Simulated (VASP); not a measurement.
# TiO2 in VASP: notebook, part 2 of 2

VASP 6.6.1.

## 3. Single point, PBE+U (atoms shifted along a free coordinate)

File INCAR:

```
  ALGO = Normal
  EDIFF = 1E-6
  ENCUT = 520
  GGA = PE
  ISIF = 2
  ISMEAR = 0
  LASPH = True
  LCHARG = True
  LDAU = True
  LDAUJ = 0 0
  LDAUL = 2 -1
  LDAUPRINT = 1
  LDAUTYPE = 2
  LDAUU = 4 0
  LELF = True
  LMAXMIX = 4
  LREAL = False
  LVHAR = True
  LWAVE = False
  NBANDS = 33
  NELM = 150
  PREC = Accurate
  SIGMA = 0.05
```

File KPOINTS:

```
k-points
0
Gamma
  6 6 6
```

File POSCAR:

```
TiO2
1.0
    2.7135409263     -2.7136163321     -0.0202485480
    2.7135409263      2.7136163321     -0.0202485480
   -2.6767287785      0.0000000000      4.9358366747
Ti O
2 4
Direct
    0.1250069486      0.8749930514      0.2500000000
    0.8749930514      0.1250069486      0.7500000000
    0.3179523568      0.0679756321      0.6359144355
    0.6820476432      0.9320243679      0.3640855645
    0.9320243679      0.6820476432      0.8640855645
    0.0679756321      0.3179523568      0.1359144355
```

Potentials or basis: VASP PAW PBE potentials, release 64 (Ti_sv, O).

Command:

```console
$ cat potpaw_PBE.64/Ti_sv/POTCAR potpaw_PBE.64/O/POTCAR > POTCAR
$ mpirun -np 1 vasp_std > vasp.out
```

OUTCAR:

```text
EDIFF = 1E-6
   ENCUT = 520
   GGA = PE
   ISIF = 2
   ISMEAR = 0
   LASPH = True
   LREAL = False
   NELM = 150
   PREC = Accurate

 ion  position               nearest neighbor table
   1  0.125  0.875  0.250-   3 1.90   5 1.90   4 2.00   6 2.00   4 2.00   6 2.00
   2  0.875  0.125  0.750-   4 1.90   6 1.90   5 2.00   3 2.00   5 2.00   3 2.00
   3  0.318  0.068  0.636-   1 1.90   2 2.00   2 2.00
   4  0.682  0.932  0.364-   2 1.90   1 2.00   1 2.00
   5  0.932  0.682  0.864-   1 1.90   2 2.00   2 2.00
   6  0.068  0.318  0.136-   2 1.90   1 2.00   1 2.00

  LATTYP: Found a base centered monoclinic cell.
 ALAT       =     5.4272329459
 B/A-ratio  =     0.9999999481
 C/A-ratio  =     1.0345830160
 COS(beta)  =    -0.4832630161

  Lattice vectors:

 A1 = (   2.7135409263,  -2.7136163321,  -0.0202485480)
 A2 = (   2.7135409263,   2.7136163321,  -0.0202485480)
 A3 = (  -2.6767287785,   0.0000000000,   4.9358366747)

Analysis of symmetry for initial positions (statically):
=====================================================================
 Subroutine PRICEL returns:
 Original cell was already a primitive cell.

 Routine SETGRP: Setting up the symmetry group for a
 base centered monoclinic supercell.

 Subroutine GETGRP returns: Found  4 space group operations
 (whereof  2 operations were pure point group operations)
 out of a pool of  4 trial point group operations.

The static configuration has the point symmetry S_2 .
 The point group associated with its full space group is C_2h.

Analysis of symmetry for dynamics (positions and initial velocities):
=====================================================================
 Subroutine PRICEL returns:
 Original cell was already a primitive cell.

 Routine SETGRP: Setting up the symmetry group for a
 base centered monoclinic supercell.

 Subroutine GETGRP returns: Found  4 space group operations
 (whereof  2 operations were pure point group operations)
 out of a pool of  4 trial point group operations.

The dynamic configuration has the point symmetry S_2 .
 The point group associated with its full space group is C_2h.

 Subroutine INISYM returns: Found  4 space group operations
 (whereof  2 operations are pure point group operations),
 and found     1 'primitive' translations

----------------------------------------------------------------------------------------

                                     Primitive cell
[... 167 lines left out ...]
  o =  0.1092  v =  0.0000  0.0000  0.0000  0.0000  0.0000 -0.0000 -0.0000  0.0130 -0.9999 -0.0073      0.0000  0.0000  0.0000  0.0000  0.0000  0.0000  0.0000  0.0000  0.0000  0.0000
  o =  0.1092  v = -0.0074 -1.0000 -0.0000  0.0000  0.0000  0.0000  0.0000  0.0000  0.0000  0.0000      0.0000  0.0000  0.0000  0.0000  0.0000  0.0000  0.0000  0.0000  0.0000  0.0000
  o =  0.1092  v =  0.0000  0.0000  0.0000  0.0000  0.0000 -0.0074 -1.0000 -0.0000  0.0000  0.0000      0.0000  0.0000  0.0000  0.0000  0.0000  0.0000  0.0000  0.0000  0.0000  0.0000
  o =  0.2232  v =  0.0000  0.0000  0.0000  0.0000  0.0000  1.0000 -0.0074  0.0000  0.0000 -0.0000      0.0000  0.0000  0.0000  0.0000  0.0000  0.0000  0.0000  0.0000  0.0000  0.0000
  o =  0.2232  v =  1.0000 -0.0074  0.0000  0.0000 -0.0000  0.0000  0.0000  0.0000  0.0000  0.0000      0.0000  0.0000  0.0000  0.0000  0.0000  0.0000  0.0000  0.0000  0.0000  0.0000
  o =  0.2793  v = -0.0000 -0.0000  0.9999  0.0130  0.0000  0.0000  0.0000  0.0000  0.0000  0.0000      0.0000  0.0000  0.0000  0.0000  0.0000  0.0000  0.0000  0.0000  0.0000  0.0000
  o =  0.2793  v =  0.0000  0.0000  0.0000  0.0000  0.0000 -0.0000 -0.0000  0.9999  0.0130  0.0000      0.0000  0.0000  0.0000  0.0000  0.0000  0.0000  0.0000  0.0000  0.0000  0.0000

atom =   2  type =  1  l = 2

 onsite density matrix

spin component  1

  0.2232 -0.0008  0.0000  0.0000 -0.0000
 -0.0008  0.1092  0.0000 -0.0000  0.0000
  0.0000  0.0000  0.2793  0.0022  0.0000
  0.0000 -0.0000  0.0022  0.1093  0.0002
 -0.0000  0.0000  0.0000  0.0002  0.0853

spin component  2

  0.2232 -0.0008  0.0000  0.0000 -0.0000
 -0.0008  0.1092  0.0000 -0.0000  0.0000
  0.0000  0.0000  0.2793  0.0022  0.0000
  0.0000 -0.0000  0.0022  0.1093  0.0002
 -0.0000  0.0000  0.0000  0.0002  0.0853

 occupancies and eigenvectors

  o =  0.0853  v = -0.0000  0.0000 -0.0000  0.0073 -1.0000  0.0000  0.0000  0.0000  0.0000  0.0000      0.0000  0.0000  0.0000  0.0000  0.0000  0.0000  0.0000  0.0000  0.0000  0.0000
  o =  0.0853  v =  0.0000  0.0000  0.0000  0.0000  0.0000 -0.0000  0.0000 -0.0000  0.0073 -1.0000      0.0000  0.0000  0.0000  0.0000  0.0000  0.0000  0.0000  0.0000  0.0000  0.0000
  o =  0.1092  v = -0.0000 -0.0000  0.0130 -0.9999 -0.0073  0.0000  0.0000  0.0000  0.0000  0.0000      0.0000  0.0000  0.0000  0.0000  0.0000  0.0000  0.0000  0.0000  0.0000  0.0000
  o =  0.1092  v =  0.0000  0.0000  0.0000  0.0000  0.0000 -0.0000 -0.0000  0.0130 -0.9999 -0.0073      0.0000  0.0000  0.0000  0.0000  0.0000  0.0000  0.0000  0.0000  0.0000  0.0000
  o =  0.1092  v = -0.0074 -1.0000 -0.0000  0.0000  0.0000  0.0000  0.0000  0.0000  0.0000  0.0000      0.0000  0.0000  0.0000  0.0000  0.0000  0.0000  0.0000  0.0000  0.0000  0.0000
  o =  0.1092  v =  0.0000  0.0000  0.0000  0.0000  0.0000 -0.0074 -1.0000 -0.0000  0.0000  0.0000      0.0000  0.0000  0.0000  0.0000  0.0000  0.0000  0.0000  0.0000  0.0000  0.0000
  o =  0.2232  v =  0.0000  0.0000  0.0000  0.0000  0.0000  1.0000 -0.0074  0.0000  0.0000 -0.0000      0.0000  0.0000  0.0000  0.0000  0.0000  0.0000  0.0000  0.0000  0.0000  0.0000
  o =  0.2232  v =  1.0000 -0.0074  0.0000  0.0000 -0.0000  0.0000  0.0000  0.0000  0.0000  0.0000      0.0000  0.0000  0.0000  0.0000  0.0000  0.0000  0.0000  0.0000  0.0000  0.0000
  o =  0.2793  v = -0.0000  0.0000  0.9999  0.0130  0.0000  0.0000  0.0000  0.0000  0.0000  0.0000      0.0000  0.0000  0.0000  0.0000  0.0000  0.0000  0.0000  0.0000  0.0000  0.0000
  o =  0.2793  v =  0.0000  0.0000  0.0000  0.0000  0.0000 -0.0000  0.0000  0.9999  0.0130  0.0000      0.0000  0.0000  0.0000  0.0000  0.0000  0.0000  0.0000  0.0000  0.0000  0.0000

 number of electron      48.0000002 magnetization

 Free energy of the ion-electron system (eV)
  ---------------------------------------------------
  ext. energy  EPLUGINS =         0.00000000
  ---------------------------------------------------
  free energy    TOTEN  =       -47.96612849 eV

  energy without entropy =      -47.96612849  energy(sigma->0) =      -47.96612849

 E-fermi :   3.5200     XC(G=0): -10.3670

 val. band max:        3.1528601920   @ k =   0.0000   0.0000   0.5000
 cond. band min:       5.9122483073   @ k =   0.0000   0.0000   0.0000
 fundamental gap:      2.7593881154
 Fermi energy:         3.5199682210

 k-point     1 :       0.0000    0.0000    0.0000
  band No.  band energies     occupation
      1     -54.2884      2.00000
      2     -54.2432      2.00000
      3     -30.6903      2.00000
      4     -30.4565      2.00000
      5     -30.4565      2.00000
      6     -30.4001      2.00000
[... 853 lines left out ...]
     32       8.9951      0.00000
     33       9.1860      0.00000

 [... further k-points ...]

------------------------ aborting loop because EDIFF is reached ----------------------------------------

  FORCE on cell =-STRESS in cart. coord.  units (eV):
  Direction    XX          YY          ZZ          XY          YZ          ZX
  --------------------------------------------------------------------------------------
  -------------------------------------------------------------------------------------
  Total        0.9803320      0.9794201     11.0748107      0.0000000      0.0000000      0.0753138
  in kB       21.6954772     21.6752962    245.0937982      0.0000000      0.0000000      1.6667503
  external PRESSURE =      96.1548572 kB  Pullay stress =       0.0000000 kB

 VOLUME and BASIS-vectors are now :
 -----------------------------------------------------------------------------
  energy-cutoff  :      520.00
  volume of cell :       72.40
      direct lattice vectors                 reciprocal lattice vectors
     2.713540926 -2.713616332 -0.020248548     0.185009766 -0.184255967  0.100331716
     2.713540926  2.713616332 -0.020248548     0.185009766  0.184255967  0.100331716
    -2.676728778  0.000000000  4.935836675     0.001517951  0.000000000  0.203423089

 POSITION                                       TOTAL-FORCE (eV/Angst)
 -----------------------------------------------------------------------------------
      2.04436      2.03517      1.21371        -0.000000     -0.000235      0.000000
      0.70599     -2.03517      3.68163         0.000000      0.000235      0.000000
     -0.65494     -0.67834      3.13096         0.018255      0.000074      2.455894
      3.40529      0.67834      1.76438        -0.018255     -0.000074     -2.455894
      2.06693     -0.67834      4.23230        -0.018255      0.000074     -2.455894
      0.68343      0.67834      0.66304         0.018255     -0.000074      2.455894
 -----------------------------------------------------------------------------------
    total drift:                               -0.000000     -0.000000      0.000000

  FREE ENERGIE OF THE ION-ELECTRON SYSTEM (eV)
  ---------------------------------------------------
  free  energy   TOTEN  =       -47.9661284896 eV

  energy  without entropy=      -47.9661284896  energy(sigma->0) =      -47.96612849
```

It took 5 min on 1 thread of Intel Xeon 8259CL, shared host; peak memory 0.26 GiB.

What came out:

| Quantity | Value |
| --- | --- |
| Free energy | -47.9661 eV |
| Pressure | 9.6 GPa |
| Largest force | 2.456 eV/Å |
| Band gap on the k mesh | 2.76 eV (least direct gap 2.98 eV) |

Forces in eV/Å, atoms in the order of the input:
```
Ti   0.000  0.000  0.000
Ti   0.000  0.000  0.000
O    0.018  0.000  2.456
O   -0.018  0.000 -2.456
O   -0.018  0.000 -2.456
O    0.018  0.000  2.456
```

Stress tensor (GPa, compression positive):
```
 2.17  0.00  0.17
 0.00  2.17  0.00
 0.17  0.00 24.51
```

Eigenvalues of the final occupation matrices:
| site | spin | trace | eigenvalues |
| --- | --- | --- | --- |
| site 1 d | 1 | 0.81 | 0.09 0.11 0.11 0.22 0.28 |
| site 1 d | 2 | 0.81 | 0.09 0.11 0.11 0.22 0.28 |
| site 2 d | 1 | 0.81 | 0.09 0.11 0.11 0.22 0.28 |
| site 2 d | 2 | 0.81 | 0.09 0.11 0.11 0.22 0.28 |

Caveat: the cell differs from its parent crystal (atoms shifted along a free coordinate); the stress differs along the axes, from 2 to 25 GPa; forces of over 1 eV/Å act on the atoms, so gaps and moduli don't describe the material at rest.

## 4. Single point, PBE+U (atoms shifted along a free coordinate)

File INCAR:

```
PREC = Accurate
ENCUT = 520
EDIFF = 1E-6
ISMEAR = 0
SIGMA = 0.05
LREAL = False
LASPH = True
NELM = 150
ALGO = Normal
ISIF = 2
LWAVE = False
LCHARG = False
LMAXMIX = 4
LDAU = True
LDAUTYPE = 2
LDAUL = 2 -1
LDAUU = 4 0
LDAUJ = 0 0
LDAUPRINT = 1
GGA = PE
NBANDS = 33
```

File KPOINTS:

```
regular mesh
0
Gamma
  6 6 6
```

File POSCAR:

```
TiO2
1.0
    2.7135409263     -2.7136163321     -0.0202485480
    2.7135409263      2.7136163321     -0.0202485480
   -2.6767287785      0.0000000000      4.9358366747
Ti O
2 4
Direct
    0.1250069486      0.8749930514      0.2500000000
    0.8749930514      0.1250069486      0.7500000000
    0.3240875128      0.0741107881      0.6481847475
    0.6759124872      0.9258892119      0.3518152525
    0.9258892119      0.6759124872      0.8518152525
    0.0741107881      0.3240875128      0.1481847475
```

Command:

```console
$ cat potpaw_PBE.64/Ti_sv/POTCAR potpaw_PBE.64/O/POTCAR > POTCAR
$ mpirun -np 1 vasp_std > vasp.out
```

Run time: 4.8 min. Hardware: 1 thread of Intel Xeon 8259CL, shared host; peak memory 0.26 GiB.

The run converged. Its results:

| Item | Value |
| --- | --- |
| Free energy | -48.3867 eV |
| Pressure | 4.5 GPa |
| Largest force | 1.092 eV/Å |
| Band gap on the k mesh | 2.75 eV (least direct gap 2.96 eV) |

Forces on the atoms (eV/Å):
```
Ti   0.000  0.000  0.000
Ti   0.000  0.000  0.000
O    0.008  0.000  1.092
O   -0.008  0.000 -1.092
O   -0.008  0.000 -1.092
O    0.008  0.000  1.092
```

Stress tensor (GPa, compression positive):
```
 1.41  0.00  0.07
 0.00  1.41  0.00
 0.07  0.00 10.61
```

Levels at points of the mesh, in eV from the valence-band top:
| k point | band 22 | band 23 | band 24 | band 25 | band 26 | band 27 |
| --- | --- | --- | --- | --- | --- | --- |
| (0.00, 0.00, 0.00) | -0.62 | -0.32 | -0.32 | 2.75 | 3.43 | 4.61 |
| (0.50, 0.00, 0.00) | -0.74 | -0.66 | -0.65 | 3.66 | 3.91 | 3.95 |
| (0.50, 0.50, 0.00) | -1.69 | -0.20 | -0.20 | 3.66 | 3.66 | 4.08 |
| (0.00, 0.00, 0.50) | -1.03 | 0.00 | 0.00 | 3.08 | 3.08 | 4.28 |
| (0.50, 0.00, 0.50) | -0.74 | -0.66 | -0.65 | 3.66 | 3.91 | 3.95 |
| (0.50, 0.50, 0.50) | -1.69 | -0.20 | -0.20 | 3.66 | 3.66 | 4.08 |

Eigenvalues of the final occupation matrices:
```csv
site,spin,trace,eigenvalues
site 1 d,1,0.79,0.09 0.10 0.10 0.23 0.26
site 1 d,2,0.79,0.09 0.10 0.10 0.23 0.26
site 2 d,1,0.79,0.09 0.10 0.10 0.23 0.26
site 2 d,2,0.79,0.09 0.10 0.10 0.23 0.26
```

Caveat: the cell differs from its parent crystal (atoms shifted along a free coordinate); the stress differs along the axes, from 1 to 11 GPa; forces of over 1 eV/Å act on the atoms, so gaps and moduli don't describe the material at rest. A k mesh can miss the band edges.

## 5. Single point, PBE+U

File INCAR:

```
SYSTEM = TiO2
  PREC = Accurate
  ENCUT = 520
  EDIFF = 1E-6
  ISMEAR = 0
  SIGMA = 0.05
  LREAL = .FALSE.
  LASPH = .TRUE.
  NELM = 150
  ALGO = Normal
  ISIF = 2
  LWAVE = .FALSE.
  LCHARG = .FALSE.
  LMAXMIX = 4
  LDAU = .TRUE.
  LDAUTYPE = 2
  LDAUL = 2 -1
  LDAUU = 4 0
  LDAUJ = 0 0
  LDAUPRINT = 1
  GGA = PE
  NBANDS = 33
```

File KPOINTS:

```
Automatic mesh
0
G
  6 6 6
  0 0 0
```

File POSCAR:

```
TiO2
1.0
    2.7135409263     -2.7136163321     -0.0202485480
    2.7135409263      2.7136163321     -0.0202485480
   -2.6767287785      0.0000000000      4.9358366747
Ti O
2 4
Direct
    0.1250069486      0.8749930514      0.2500000000
    0.8749930514      0.1250069486      0.7500000000
    0.3302226688      0.0802459441      0.6604550595
    0.6697773312      0.9197540559      0.3395449405
    0.9197540559      0.6697773312      0.8395449405
    0.0802459441      0.3302226688      0.1604550595
```

Command:

```console
$ cat potpaw_PBE.64/Ti_sv/POTCAR potpaw_PBE.64/O/POTCAR > POTCAR
$ mpirun -np 1 vasp_std > vasp.out
```

Wall time 4.8 min (1 thread of Intel Xeon 8259CL, shared host); peak memory 0.26 GiB.

It converged, with:

```yaml
Free_energy: -48.5201 eV
Pressure: 0.9 GPa
Largest_force: 0.063 eV/Å
Band_gap_on_the_k_mesh: 2.68 eV (least direct gap 2.92 eV)
```

Forces on the atoms (eV/Å):
```
Ti   0.000  0.000  0.000
Ti   0.000  0.000  0.000
O    0.001  0.000  0.063
O   -0.001  0.000 -0.063
O   -0.001  0.000 -0.063
O    0.001  0.000  0.063
```

Stress tensor (GPa, compression positive):
```
 1.27  0.00 -0.01
 0.00  1.27  0.00
-0.01  0.00  0.16
```

Levels at points of the mesh, in eV from the valence-band top:
| k point | band 21 | band 22 | band 23 | band 24 | band 25 | band 26 | band 27 | band 28 |
| --- | --- | --- | --- | --- | --- | --- | --- | --- |
| (0.00, 0.00, 0.00) | -0.72 | -0.72 | -0.31 | -0.31 | 2.68 | 3.33 | 4.36 | 4.36 |
| (0.50, 0.00, 0.00) | -1.64 | -0.84 | -0.75 | -0.62 | 3.66 | 3.83 | 3.94 | 3.96 |
| (0.50, 0.50, 0.00) | -1.82 | -1.82 | 0.00 | 0.00 | 3.67 | 3.67 | 4.07 | 4.07 |
| (0.00, 0.00, 0.50) | -1.17 | -1.17 | -0.04 | -0.04 | 2.99 | 2.99 | 4.18 | 4.18 |
| (0.50, 0.00, 0.50) | -1.64 | -0.84 | -0.75 | -0.62 | 3.66 | 3.83 | 3.94 | 3.96 |
| (0.50, 0.50, 0.50) | -1.82 | -1.82 | 0.00 | 0.00 | 3.67 | 3.67 | 4.07 | 4.07 |

Eigenvalues of the final occupation matrices:
| site | spin | trace | eigenvalues |
| --- | --- | --- | --- |
| site 1 d | 1 | 0.78 | 0.10 0.10 0.10 0.24 0.24 |
| site 1 d | 2 | 0.78 | 0.10 0.10 0.10 0.24 0.24 |
| site 2 d | 1 | 0.78 | 0.10 0.10 0.10 0.24 0.24 |
| site 2 d | 2 | 0.78 | 0.10 0.10 0.10 0.24 0.24 |

## 6. Summary

| cell | gap on the mesh (eV) | pressure (GPa) | largest force (eV/Å) |
| --- | --- | --- | --- |
| as given, atomic positions A | 2.55 | -0.4 | 0.35 |
| as given, atomic positions B | 2.76 | 9.6 | 2.46 |
| as given, atomic positions C | 2.75 | 4.5 | 1.09 |
| as given, atomic positions D | 2.68 | 0.9 | 0.06 |

Alike in all rows: task single point; level PBE+U; potentials or basis VASP PAW PBE potentials, release 64 (Ti_sv, O); no spin polarisation; Ti d U = 4.0 eV; k mesh 6 × 6 × 6; cutoff (eV) 520; smearing gaussian 0.05 eV.

Caveats: forces of over 1 eV/Å act on the atoms, so gaps and moduli don't describe the material at rest (at least some runs); the stress differs along the axes, from -4 to 1 GPa (at least some runs); the stress differs along the axes, from 2 to 25 GPa (at least some runs); the stress differs along the axes, from 1 to 11 GPa (at least some runs).

Absolute energies hang on the potentials; compare differences alone.
